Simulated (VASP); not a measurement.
Wanted: the native input for a VASP 6.6.1 run.

```yaml
Task: single point
Functional: r2SCAN
Potentials_or_basis: VASP PAW PBE potentials, release 64 (Cs_sv)
Cutoff: 520 eV
k_mesh: 5 × 5 × 7
Occupations: fermi-dirac, width 0.1 eV
Spin: no spin polarisation
Dipole_correction: no
Further_INCAR_settings: ALGO = Normal; EDIFF = 1e-07; NBANDS = 20
```

Cs:

```
CELL_PARAMETERS angstrom
9.30532 0.00000 0.00000
-4.65266 8.05864 0.00000
0.00000 0.00000 5.56098
ATOMIC_POSITIONS crystal
Cs 0.00000 0.00000 0.00000
Cs 0.33333 0.66667 0.50000
Cs 0.66667 0.33333 0.50000
```

This isn't the form of Cs at room conditions, which is bcc.

These files were run (other wordings do the same):

POSCAR

```
Cs
1.0
    9.3053165771      0.0000000000      0.0000000000
   -4.6526582886      8.0586405460      0.0000000000
    0.0000000000      0.0000000000      5.5609770820
Cs
3
Direct
    1.0000000000      1.0000000000      0.0000000000
    0.3333333333      0.6666666667      0.5000000000
    0.6666666667      0.3333333333      0.5000000000
```

INCAR.step1

```
  PREC = Accurate
  ENCUT = 520
  ISMEAR = -1
  SIGMA = 0.1
  LREAL = False
  LASPH = True
  NELM = 60
  NBANDS = 20
  GGA = PE
  ALGO = Normal
  EDIFF = 1E-4
  LWAVE = True
  LCHARG = False
```

INCAR.step2

```
  PREC = Accurate
  ENCUT = 520
  EDIFF = 1E-7
  ISMEAR = -1
  SIGMA = 0.1
  LREAL = False
  LASPH = True
  NELM = 60
  ALGO = Normal
  ISIF = 2
  LWAVE = False
  LCHARG = False
  METAGGA = R2SCAN
  LMIXTAU = True
  NBANDS = 20
  ISTART = 1
```

KPOINTS

```
regular mesh
0
Gamma
  5 5 7
```

Potentials or basis: VASP PAW PBE potentials, release 64 (Cs_sv).

Launch:

```bash
$ cat potpaw_PBE.64/Cs_sv/POTCAR > POTCAR
$ cp INCAR.step1 INCAR
$ mpirun -np 1 vasp_std > vasp.out
$ cp INCAR.step2 INCAR
$ mpirun -np 1 vasp_std > vasp.out
```

Results of the run:

- Pressure: -0.2 GPa
- Band gap on the k mesh: zero (an odd number of electrons rules out a gap without spin polarisation)

Caveat: the PAW data sets were made with another functional, which shifts forces and pressure a little; spin-orbit coupling is left out, which moves the levels of the heavy elements.

Run time: 9 min on 1 thread of Intel(R) Xeon(R) 6975P-C (Granite Rapids), on a shared host, peak memory 0.54 GiB.
